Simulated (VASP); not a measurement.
# Mg2Cd3Te5 (I-4m2) in VASP: single point with PBE

Aim: the single point of Mg2Cd3Te5 with PBE.

All numbers are computed with VASP 6.6.1; they aren't measurements. Logs are shortened: lines on timing, memory, paths and dates and some standing lists are left out, and cuts for length are marked.

## Step 1: The cell of the first run

Symmetry: I-4m2, No. 119, tetragonal system. Conventional cell: a = 4.655 Å, b = 4.655 Å, c = 32.777 Å, α = 90.00°, β = 90.00°, γ = 90.00°. Within 3.7 Å of Mg (site symmetry 2mm) lie 4 Te at 2.82 Å. Cd (site symmetry 2mm) has 4 Te at 2.86 to 2.87 Å within 3.8 Å. Cd (site symmetry -4m2) has 4 Te at 2.87 Å within 3.8 Å. Te (site symmetry -4m2) has 4 Cd at 2.86 Å within 3.8 Å. Te (site symmetry 2mm) has 2 Mg at 2.82 Å and 2 Cd at 2.87 Å within 3.7 Å. Within 3.7 Å of Te (site symmetry 2mm) lie 2 Mg at 2.82 Å and 2 Cd at 2.87 Å.

## Step 2: Single point, PBE

Input file INCAR:

```
SYSTEM = Mg2Cd3Te5
PREC = Accurate ; ENCUT = 520
EDIFF = 1E-7 ; ISMEAR = 0
SIGMA = 0.1 ; LREAL = .False.
LASPH = .True. ; NELM = 60
ALGO = Normal ; ISIF = 2
LWAVE = .False. ; LCHARG = .False.
GGA = PE ; NBANDS = 46
```

Input file KPOINTS:

```
regular mesh
0
Gamma
  4 4 4
  0 0 0
```

Input file POSCAR:

```
Mg2Cd3Te5
1.0
    0.0000000000     -4.6554800860      0.0000000000
    4.6554800860      0.0000000000      0.0000000000
   -2.3277400430      2.3277400430     16.3882923731
Mg Cd Te
2 3 5
Direct
    0.5995952684      0.5995952684      0.1991905367
    0.4004047316      0.4004047316      0.8008094633
    0.1992307432      0.1992307432      0.3984614864
    0.8007692568      0.8007692568      0.6015385136
    0.0000000000      0.0000000000      0.0000000000
    0.2500000000      0.7500000000      0.5000000000
    0.8517763135      0.3517763135      0.7035526271
    0.4490089178      0.9490089178      0.8980178356
    0.0509910822      0.5509910822      0.1019821644
    0.6482236865      0.1482236865      0.2964473729
```

Potentials or basis: VASP PAW PBE potentials, release 64 (Mg, Cd, Te).

Launch:

```
$ cat potpaw_PBE.64/Mg/POTCAR potpaw_PBE.64/Cd/POTCAR potpaw_PBE.64/Te/POTCAR > POTCAR
$ mpirun -np 1 vasp_std > vasp.out
```

OUTCAR:

```text
SYSTEM = Mg2Cd3Te5
   PREC = Accurate
   ENCUT = 520
   EDIFF = 1E-7
   ISMEAR = 0
   LREAL = .False.
   LASPH = .True.
   NELM = 60
   ISIF = 2
   GGA = PE

 ion  position               nearest neighbor table
   1  0.600  0.600  0.199-   9 2.82   9 2.82  10 2.82  10 2.82
   2  0.400  0.400  0.801-   8 2.82   8 2.82   7 2.82   7 2.82
   3  0.199  0.199  0.398-   6 2.86   6 2.86  10 2.87  10 2.87
   4  0.801  0.801  0.602-   6 2.86   6 2.86   7 2.87   7 2.87
   5  0.000  0.000  0.000-   9 2.87   8 2.87   9 2.87   8 2.87
   6  0.250  0.750  0.500-   3 2.86   4 2.86   4 2.86   3 2.86
   7  0.852  0.352  0.704-   2 2.82   2 2.82   4 2.87   4 2.87
   8  0.449  0.949  0.898-   2 2.82   2 2.82   5 2.87   5 2.87
   9  0.051  0.551  0.102-   1 2.82   1 2.82   5 2.87   5 2.87
  10  0.648  0.148  0.296-   1 2.82   1 2.82   3 2.87   3 2.87

  LATTYP: Found a body centered tetragonal cell.
 ALAT       =     4.6554800860
 C/A-ratio  =     7.0404306625

  Lattice vectors:

 A1 = (  -2.3277400430,  -2.3277400430, -16.3882923731)
 A2 = (   2.3277400430,   2.3277400430, -16.3882923731)
 A3 = (   2.3277400430,  -2.3277400430,  16.3882923731)

Analysis of symmetry for initial positions (statically):
=====================================================================
 Subroutine PRICEL returns:
 Original cell was already a primitive cell.

 Routine SETGRP: Setting up the symmetry group for a
 body centered tetragonal supercell.

 Subroutine GETGRP returns: Found  8 space group operations
 (whereof  8 operations were pure point group operations)
 out of a pool of 16 trial point group operations.

The static configuration has the point symmetry D_2d.

Analysis of symmetry for dynamics (positions and initial velocities):
=====================================================================
 Subroutine PRICEL returns:
 Original cell was already a primitive cell.

 Routine SETGRP: Setting up the symmetry group for a
 body centered tetragonal supercell.

 Subroutine GETGRP returns: Found  8 space group operations
 (whereof  8 operations were pure point group operations)
 out of a pool of 16 trial point group operations.

The dynamic configuration has the point symmetry D_2d.

 Subroutine INISYM returns: Found  8 space group operations
 (whereof  8 operations are pure point group operations),
 and found     1 'primitive' translations

----------------------------------------------------------------------------------------

                                     Primitive cell

  volume of cell :     355.1916

  direct lattice vectors                    reciprocal lattice vectors
     0.000000000 -4.655480086  0.000000000     0.000000000 -0.214800618  0.030509585
     4.655480086  0.000000000  0.000000000     0.214800618  0.000000000  0.030509585
    -2.327740043  2.327740043 16.388292373     0.000000000  0.000000000  0.061019170

  length of vectors
     4.655480086  4.655480086 16.715647589     0.216956540  0.216956540  0.061019170

  position of ions in fractional coordinates (direct lattice)
     0.599595268  0.599595268  0.199190537
     0.400404732  0.400404732  0.800809463
     0.199230743  0.199230743  0.398461486
     0.800769257  0.800769257  0.601538514
     0.000000000  0.000000000  0.000000000
     0.250000000  0.750000000  0.500000000
     0.851776313  0.351776313  0.703552627
     0.449008918  0.949008918  0.898017836
     0.050991082  0.550991082  0.101982164
     0.648223687  0.148223687  0.296447373

  ion indices of the primitive-cell ions
   primitive index   ion index
                 1           1
                 2           2
                 3           3
                 4           4
                 5           5
                 6           6
                 7           7
                 8           8
                 9           9
                10          10

----------------------------------------------------------------------------------------

 KPOINTS: regular mesh

Automatic generation of k-mesh.
 Grid dimensions read from file:
 generate k-points for:    4    4    4

 Generating k-lattice:

  Cartesian coordinates                     Fractional coordinates (reciprocal lattice)
     0.000000000 -0.053700155  0.007627396     0.250000000  0.000000000  0.000000000
     0.053700155  0.000000000  0.007627396     0.000000000  0.250000000  0.000000000
     0.000000000  0.000000000  0.015254793     0.000000000  0.000000000  0.250000000

  Length of vectors
     0.054239135  0.054239135  0.015254793

  Shift w.r.t. Gamma in fractional coordinates (k-lattice)
     0.000000000  0.000000000  0.000000000

 Subroutine IBZKPT returns following result:
 ===========================================

 Found     13 irreducible k-points:

 Following reciprocal coordinates:
            Coordinates               Weight
  0.000000  0.000000  0.000000      1.000000
  0.250000  0.000000  0.000000      8.000000
  0.500000  0.000000  0.000000      4.000000
  0.250000  0.250000  0.000000      8.000000
  0.500000  0.250000  0.000000     16.000000
 -0.250000  0.250000  0.000000      4.000000
  0.500000  0.500000  0.000000      2.000000
  0.000000  0.000000  0.250000      2.000000
  0.250000  0.000000  0.250000      8.000000
  0.500000  0.000000  0.250000      4.000000
  0.250000  0.250000  0.250000      4.000000
  0.500000  0.500000  0.250000      2.000000
  0.000000  0.000000  0.500000      1.000000
   k-points           NKPTS =     13   k-points in BZ     NKDIM =     13   number of bands    NBANDS=     46
   number of dos      NEDOS =    301   number of ions     NIONS =     10
   total plane-waves  NPLWV = 163296
   dimension x,y,z NGX =    36 NGY =   36 NGZ =  126
   dimension x,y,z NGXF=    72 NGYF=   72 NGZF=  252
   ions per type =               2   3   5
   NGX,Y,Z   is equivalent  to a cutoff of  12.86, 12.86, 12.53 a.u.
   NGXF,Y,Z  is equivalent  to a cutoff of  25.71, 25.71, 25.06 a.u.
 SYSTEM =  Mg2Cd3Te5
   PREC   = accura    normal or accurate (medium, high low for compatibility)
   ISTART =      0    job   : 0-new  1-cont  2-samecut
   ICHARG =      2    charge: 1-file 2-atom 10-const
   ISPIN  =      1    spin polarized calculation?
   LNONCOLLINEAR =      F non collinear calculations
   LSORBIT =      F    spin-orbit coupling
   LASPH  =      T    aspherical Exc in radial PAW
   ENCUT  =  520.0 eV  38.22 Ry    6.18 a.u.   8.66  8.66 31.08*2*pi/ulx,y,z
   NELM   =     60;   NELMIN=  2; NELMDL= -5     # of ELM steps
   EDIFF  = 0.1E-06   stopping-criterion for ELM
   LREAL  =      F    real-space projection
   EDIFFG = 0.1E-05   stopping-criterion for IOM
   NSW    =      0    number of steps for IOM
   IBRION =     -1    ionic relax: 0-MD 1-quasi-New 2-CG
   NFREE  =      0    steps in history (QN), initial steepest desc. (CG)
   ISIF   =      2    stress and relaxation
   ISYM   =      2    0-nonsym 1-usesym 2-fastsym
   POTIM  = 0.5000    time-step for ionic-motion
   TEBEG  =    0.0;   TEEND  =   0.0 temperature during run
   PSTRESS=    0.0 pullay stress
   NELECT =      70.0000    total number of electrons
   NUPDOWN=      -1.0000    fix difference up-down
   EMIN   =  10.00;   EMAX   =-10.00  energy-range for DOS
   EFERMI =   0.00;   METHOD = LEGACY
   ISMEAR =     0;   SIGMA  =   0.10  broadening in eV -4-tet -1-fermi 0-gaus
   EFERMI_NEDOS =   21; number of points for ismear=-14 and -15
   IALGO  =     38    algorithm
   IMIX   =      4    mixing-type and parameters
     AMIX     =   0.40;   BMIX     =  1.00
     AMIX_MAG =   1.60;   BMIX_MAG =  1.00
  volume/ion in A,a.u.               =      35.52       239.70
  Fermi-wavevector in a.u.,A,eV,Ry     =   0.952694  1.800330 12.348992  0.907625
  Thomas-Fermi vector in A             =   2.081280
   LORBIT       =      0    0 simple, 1 ext, 2 COOP (PROOUT), +10 PAW based schemes
   GGA     = PE    functional components
   LHFCALC =     F    Hartree Fock is set to
   AEXX    =    0.0000 exact exchange contribution
   IVDW    =     0    specifies the selected vdW correction
   LEPSILON=     F    determine dielectric tensor
   LRPA    =     F    only Hartree local field effects (RPA)
 non-spin polarized calculation
 Gauss-broadening in eV      SIGMA  =   0.10
  energy-cutoff  :      520.00
  volume of cell :      355.19
 maximum number of plane-waves:      9621
 NGX is ok and might be reduce to    36
   NGX = 17   NGY = 17   NGZ = 63

 number of electron      69.9999996 magnetization

 Free energy of the ion-electron system (eV)
  ---------------------------------------------------
  ext. energy  EPLUGINS =         0.00000000
  ---------------------------------------------------
  free energy    TOTEN  =       -27.15425126 eV

  energy without entropy =      -27.15425126  energy(sigma->0) =      -27.15425126

 E-fermi :   2.2718     XC(G=0):  -8.0964

 val. band max:        1.7958667013   @ k =   0.0000   0.0000   0.0000
 cond. band min:       2.9868744029   @ k =   0.0000   0.0000   0.0000
 fundamental gap:      1.1910077016
 Fermi energy:         2.2717792695

 k-point     1 :       0.0000    0.0000    0.0000
  band No.  band energies     occupation
      1      -8.7818      2.00000
      2      -8.6094      2.00000
      3      -8.5832      2.00000
      4      -8.2865      2.00000
      5      -8.2197      2.00000
      6      -6.0930      2.00000
[... 38 lines left out ...]
     45       6.7108      0.00000
     46       6.7190      0.00000

 k-point     2 :       0.2500    0.0000    0.0000
  band No.  band energies     occupation
      1      -8.6508      2.00000
      2      -8.5296      2.00000
      3      -8.4692      2.00000
      4      -8.2753      2.00000
      5      -8.2164      2.00000
      6      -6.0829      2.00000
[... 531 lines left out ...]
 k-point    13 :       0.0000    0.0000    0.5000
  band No.  band energies     occupation
      1      -8.7543      2.00000
      2      -8.7006      2.00000
      3      -8.4894      2.00000
      4      -8.3378      2.00000
      5      -8.1985      2.00000
      6      -6.0929      2.00000
[... 38 lines left out ...]
     45       6.3330      0.00000
     46       6.9942      0.00000

------------------------ aborting loop because EDIFF is reached ----------------------------------------

  FORCE on cell =-STRESS in cart. coord.  units (eV):
  Direction    XX          YY          ZZ          XY          YZ          ZX
  --------------------------------------------------------------------------------------
  -------------------------------------------------------------------------------------
  Total        0.3585369      0.3585369     -0.0293823      0.0000000      0.0000000      0.0000000
  in kB        1.6172672      1.6172672     -0.1325358      0.0000000      0.0000000      0.0000000
  external PRESSURE =       1.0339995 kB  Pullay stress =       0.0000000 kB

 VOLUME and BASIS-vectors are now :
 -----------------------------------------------------------------------------
  energy-cutoff  :      520.00
  volume of cell :      355.19
      direct lattice vectors                 reciprocal lattice vectors
     0.000000000 -4.655480086  0.000000000     0.000000000 -0.214800618  0.030509585
     4.655480086  0.000000000  0.000000000     0.214800618  0.000000000  0.030509585
    -2.327740043  2.327740043 16.388292373     0.000000000  0.000000000  0.061019170

 POSITION                                       TOTAL-FORCE (eV/Angst)
 -----------------------------------------------------------------------------------
      2.32774     -2.32774      3.26439        -0.000000     -0.000000      0.001199
     -0.00000      0.00000     13.12390        -0.000000     -0.000000     -0.001199
     -0.00000      0.00000      6.53010         0.000000     -0.000000      0.001926
      2.32774     -2.32774      9.85819        -0.000000      0.000000     -0.001926
      0.00000      0.00000      0.00000        -0.000000     -0.000000     -0.000000
      2.32774      0.00000      8.19415        -0.000000     -0.000000     -0.000000
     -0.00000     -2.32774     11.53003        -0.000000      0.000000      0.028915
      2.32774      0.00000     14.71698        -0.000000      0.000000     -0.028282
      2.32774      0.00000      1.67131         0.000000     -0.000000      0.028282
      0.00000     -2.32774      4.85827         0.000000     -0.000000     -0.028915
 -----------------------------------------------------------------------------------
    total drift:                               -0.000001     -0.000001     -0.000000

  FREE ENERGIE OF THE ION-ELECTRON SYSTEM (eV)
  ---------------------------------------------------
  free  energy   TOTEN  =       -27.1542512607 eV

  energy  without entropy=      -27.1542512607  energy(sigma->0) =      -27.15425126
```

Run time: 4.2 min. Hardware: 1 thread of Intel Xeon Platinum 8488C (Sapphire Rapids), shared host; peak memory 0.5 GiB.

Results:

```yaml
Free_energy: -27.1543 eV
Pressure: 0.1 GPa
Largest_force: 0.029 eV/Å
Band_gap_on_the_k_mesh: 1.19 eV
```

Forces in eV/Å, atoms in the order of the input:
```
Mg   0.000  0.000  0.001
Mg   0.000  0.000 -0.001
Cd   0.000  0.000  0.002
Cd   0.000  0.000 -0.002
Cd   0.000  0.000  0.000
Te   0.000  0.000  0.000
Te   0.000  0.000  0.029
Te   0.000  0.000 -0.028
Te   0.000  0.000  0.028
Te   0.000  0.000 -0.029
```

Levels at points of the mesh, in eV from the valence-band top:
| k point | band 32 | band 33 | band 34 | band 35 | band 36 | band 37 | band 38 | band 39 |
| --- | --- | --- | --- | --- | --- | --- | --- | --- |
| (0.00, 0.00, 0.00) | -0.52 | -0.04 | 0.00 | 0.00 | 1.19 | 2.70 | 2.77 | 3.08 |
| (0.50, 0.00, 0.00) | -0.58 | -0.55 | -0.52 | -0.48 | 2.07 | 2.53 | 2.91 | 3.31 |
| (0.50, 0.50, 0.00) | -1.58 | -1.57 | -1.47 | -1.47 | 2.67 | 2.76 | 3.16 | 3.23 |
| (0.00, 0.00, 0.50) | -0.26 | -0.26 | -0.13 | -0.13 | 1.86 | 2.05 | 2.83 | 2.96 |

Caveat: spin-orbit coupling is left out, which moves the levels of the heavy elements.
